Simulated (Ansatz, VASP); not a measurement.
**Mg: VASP beside Ansatz**

Contents of INCAR:

```
PREC = Accurate ; ENCUT = 520
EDIFF = 1E-7 ; ISMEAR = -1
SIGMA = 0.08 ; LREAL = F
LASPH = T ; NELM = 80
ALGO = Normal ; ISIF = 2
LWAVE = F ; LCHARG = F
GGA = PS ; NBANDS = 9
```

Contents of KPOINTS:

```
Automatic mesh
0
Gamma
  12 12 7
```

The input POSCAR:

```
Mg
1.0
    3.1437578123      0.0000000000      0.0000000000
   -1.5718789061      2.7225741288      0.0000000000
    0.0000000000      0.0000000000      5.1039668898
Mg
2
Direct
    0.3333333333      0.6666666667      0.2500000000
    0.6666666667      0.3333333333      0.7500000000
```

Input for Ansatz:

```yaml
crystal:
  lattice:
    - [3.1437578123, 0.0, 0.0]
    - [-1.5718789061, 2.7225741288, 0.0]
    - [0.0, 0.0, 5.1039668898]
  atoms:
    - { symbol: Mg, position: [0.3333333333, 0.6666666667, 0.25] }
    - { symbol: Mg, position: [0.6666666667, 0.3333333333, 0.75] }
kpoints:
  mp_grid: { grid: [12, 12, 7] }
  band_path:
    path:
      - [0.0, 0.0, 0.0]
      - [0.5, 0.0, 0.0]
      - [0.3333333333, 0.3333333333, 0.0]
      - [0.0, 0.0, 0.0]
      - [0.0, 0.0, 0.5]
      - [0.5, 0.0, 0.5]
      - [0.3333333333, 0.3333333333, 0.5]
      - [0.0, 0.0, 0.5]
      - [0.5, 0.0, 0.5]
    npoints: 5
scf:
  occupations: { method: fermi_dirac, width: 0.08 }
hamiltonian:
  xc: pbesol
  pseudopotentials: { kind: all_electron, lapw: { basis_error: 0.0005 } }
output:
  forces: true
  stress: true
  eigenvalues: true
```

Change from the starting cell: volume scaled by 0.94.

Alike in both runs: task single point; functional PBEsol; k mesh 12 × 12 × 7; occupations fermi-dirac, width 0.08 eV; no spin polarisation.

```csv
,VASP,Ansatz
version,VASP 6.6.1,Ansatz 0.2.0
potentials or method,"VASP PAW PBE potentials, release 64 (Mg), cutoff 520 eV","all-electron LAPW, scalar-relativistic"
```

|  | VASP | Ansatz | Ansatz less VASP |
| --- | --- | --- | --- |
| pressure (GPa) | 1.2 | 1.2 | +0.01 |
| traceless stress, the component that is largest in VASP (GPa) | -0.57 | -0.57 | +0.002 |

VASP's potentials were made for PBE, not for PBEsol. Ansatz ran all-electron here, and VASP with PAW potentials.
